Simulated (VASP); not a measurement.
# Ti (P6_3/mmc) in VASP: notebook, part 2 of 2

VASP 6.6.1.

**5. Single point, revPBE**

INCAR reads:

```
SYSTEM = Ti
PREC     = Accurate       ! precision mode
ENCUT    = 520            ! plane-wave cutoff, eV
EDIFF    = 1E-7           ! SCF threshold, eV
ISMEAR   = -1             ! smearing method
SIGMA    = 0.1            ! smearing width, eV
LREAL    = .FALSE.        ! projectors in reciprocal space
LASPH    = .TRUE.         ! aspherical terms in the spheres
NELM     = 80             ! most SCF steps
ALGO     = Normal         ! electronic algorithm
ISIF     = 2              ! what is computed and relaxed
LWAVE    = .FALSE.        ! write WAVECAR
LCHARG   = .FALSE.        ! write CHGCAR
GGA      = RE             ! functional
NBANDS   = 19             ! bands
```

KPOINTS reads:

```
regular mesh
0
G
  20 20 11
  0 0 0
```

POSCAR reads:

```
Ti
1.0
    2.9599311518      0.0000000000      0.0000000000
   -1.4799655759      2.5633755709      0.0000000000
    0.0000000000      0.0000000000      4.6883257217
Ti
2
Direct
    0.3333333333      0.6666666667      0.2500000000
    0.6666666667      0.3333333333      0.7500000000
```

Potentials or basis: VASP PAW PBE potentials, release 64 (Ti_sv).

Launch:

```console
$ cat potpaw_PBE.64/Ti_sv/POTCAR > POTCAR
$ mpirun -np 1 vasp_std > vasp.out
```

OUTCAR:

```text
SYSTEM = Ti
   PREC = Accurate
   ENCUT = 520
   EDIFF = 1E-7
   ISMEAR = -1
   LREAL = .FALSE.
   LASPH = .TRUE.
   NELM = 80
   ISIF = 2
   GGA = RE

 ion  position               nearest neighbor table
   1  0.333  0.667  0.250-   2 2.90   2 2.90   2 2.90   2 2.90   2 2.90   2 2.90
   2  0.667  0.333  0.750-   1 2.90   1 2.90   1 2.90   1 2.90   1 2.90   1 2.90

  LATTYP: Found a hexagonal cell.
 ALAT       =     2.9599311518
 C/A-ratio  =     1.5839306664

  Lattice vectors:

 A1 = (   2.9599311518,   0.0000000000,   0.0000000000)
 A2 = (  -1.4799655759,   2.5633755709,   0.0000000000)
 A3 = (   0.0000000000,   0.0000000000,   4.6883257217)

Analysis of symmetry for initial positions (statically):
=====================================================================
 Subroutine PRICEL returns:
 Original cell was already a primitive cell.

 Routine SETGRP: Setting up the symmetry group for a
 hexagonal supercell.

 Subroutine GETGRP returns: Found 24 space group operations
[... 155 lines left out ...]
   NGX = 11   NGY = 11   NGZ = 17

 number of electron      24.0000003 magnetization

 Free energy of the ion-electron system (eV)
  ---------------------------------------------------
  ext. energy  EPLUGINS =         0.00000000
  ---------------------------------------------------
  free energy    TOTEN  =       -15.07526314 eV

  energy without entropy =      -14.99686418  energy(sigma->0) =      -15.03606366

 E-fermi :   8.1534     XC(G=0): -11.3060

 val. band max:        8.1479881288   @ k =   0.3000   0.3000   0.2727
 cond. band min:       8.1537151928   @ k =   0.1000   0.0500   0.0000
 fundamental gap:      0.0057270640
 Fermi energy:         8.1534048617

 k-point     1 :       0.0000    0.0000    0.0000
  band No.  band energies     occupation
      1     -48.8261      2.00000
      2     -48.7033      2.00000
      3     -25.3303      2.00000
      4     -24.7440      2.00000
      5     -24.7440      2.00000
      6     -24.6788      2.00000
[... 505 lines left out ...]
      6     -24.8330      2.00000
[... 11 lines left out ...]
     18      11.0079      0.00000
     19      11.5221      0.00000

 [... further k-points ...]
[... 5 lines left out ...]
  --------------------------------------------------------------------------------------
  -------------------------------------------------------------------------------------
  Total       -0.0584864     -0.0584864     -0.0631401      0.0000000      0.0000000      0.0000000
  in kB       -2.6342331     -2.6342331     -2.8438361      0.0000000      0.0000000      0.0000000
  external PRESSURE =      -2.7041008 kB  Pullay stress =       0.0000000 kB

 VOLUME and BASIS-vectors are now :
 -----------------------------------------------------------------------------
  energy-cutoff  :      520.00
  volume of cell :       35.57
      direct lattice vectors                 reciprocal lattice vectors
     2.959931152  0.000000000  0.000000000     0.337845696  0.195055304  0.000000000
    -1.479965576  2.563375571  0.000000000     0.000000000  0.390110607  0.000000000
     0.000000000  0.000000000  4.688325722     0.000000000  0.000000000  0.213295760

 POSITION                                       TOTAL-FORCE (eV/Angst)
 -----------------------------------------------------------------------------------
     -0.00000      1.70892      1.17208         0.000000     -0.000000      0.000000
      1.47997      0.85446      3.51624        -0.000000      0.000000      0.000000
 -----------------------------------------------------------------------------------
    total drift:                               -0.000000      0.000000     -0.000000

  FREE ENERGIE OF THE ION-ELECTRON SYSTEM (eV)
  ---------------------------------------------------
  free  energy   TOTEN  =       -15.0752631400 eV

  energy  without entropy=      -14.9968641774  energy(sigma->0) =      -15.03606366
```

stdout:

```text
POSCAR found type information on POSCAR Ti
 POSCAR found :  1 types and       2 ions
 scaLAPACK will be used
 -----------------------------------------------------------------------------
|                                                                             |
|                                                                             |
|     You enforced a specific xc type in the INCAR file but a different       |
|     I HOPE YOU KNOW WHAT YOU ARE DOING!                                     |
|                                                                             |
 -----------------------------------------------------------------------------

 LDA part: xc-table for (Slater+PW92), standard interpolation
 POSCAR, INCAR and KPOINTS ok, starting setup
 FFT: planning ... GRIDC
 FFT: planning ... GRID_SOFT
 FFT: planning ... GRID
 WAVECAR not read
 entering main loop
```

It took 1.8 min on 1 thread of Intel Xeon 6975P-C, shared host; peak memory 0.27 GiB.

Results:

```
Free energy            : -15.0753 eV
Pressure               : -0.3 GPa
Band gap on the k mesh : zero (band 12 reaches 8.94 eV, above the bottom of band 13 at 7.86 eV)
```

Levels at points of the mesh, in eV from the Fermi level:
| k point | band 8 | band 9 | band 10 | band 11 | band 12 | band 13 | band 14 | band 15 | band 16 | band 17 |
| --- | --- | --- | --- | --- | --- | --- | --- | --- | --- | --- |
| (0.00, 0.00, 0.00) | -32.80 | -6.15 | -2.61 | 0.70 | 0.79 | 0.79 | 0.90 | 1.27 | 1.27 | 1.62 |
| (0.50, 0.00, 0.00) | -32.87 | -2.30 | -2.07 | -1.76 | -0.65 | 0.51 | 0.64 | 1.17 | 3.26 | 3.48 |

Caveat: the PAW data sets were made with another functional, which shifts forces and pressure a little.

**6. The runs side by side**

```csv
task,cell,k mesh,cutoff (eV),gap on the mesh (eV),pressure (GPa)
single point,"a = 2.960, b = 2.960, c = 4.688 Å, angles 90.0, 90.0, 120.0°, 2 atoms",6 × 6 × 4,520,none,-0.2
single point,"a = 2.960, b = 2.960, c = 4.688 Å, angles 90.0, 90.0, 120.0°, 2 atoms",12 × 12 × 7,520,none,-0.3
relaxation of cell and atoms,"relaxed from a = 2.950, b = 2.950, c = 4.686 Å, angles 90.0, 90.0, 120.0°, 2 atoms",12 × 12 × 7,600,none,0.0
single point,"a = 2.960, b = 2.960, c = 4.688 Å, angles 90.0, 90.0, 120.0°, 2 atoms",20 × 20 × 11,520,none,-0.3
```

Alike in all rows: level revPBE; potentials or basis VASP PAW PBE potentials, release 64 (Ti_sv); no spin polarisation; smearing fermi-dirac 0.1 eV.

Caveats: some runs use coarse meshes; the PAW data sets were made with another functional, which shifts forces and pressure a little.

Total energies depend on the potentials used, so only differences within one code and one set of settings carry meaning.
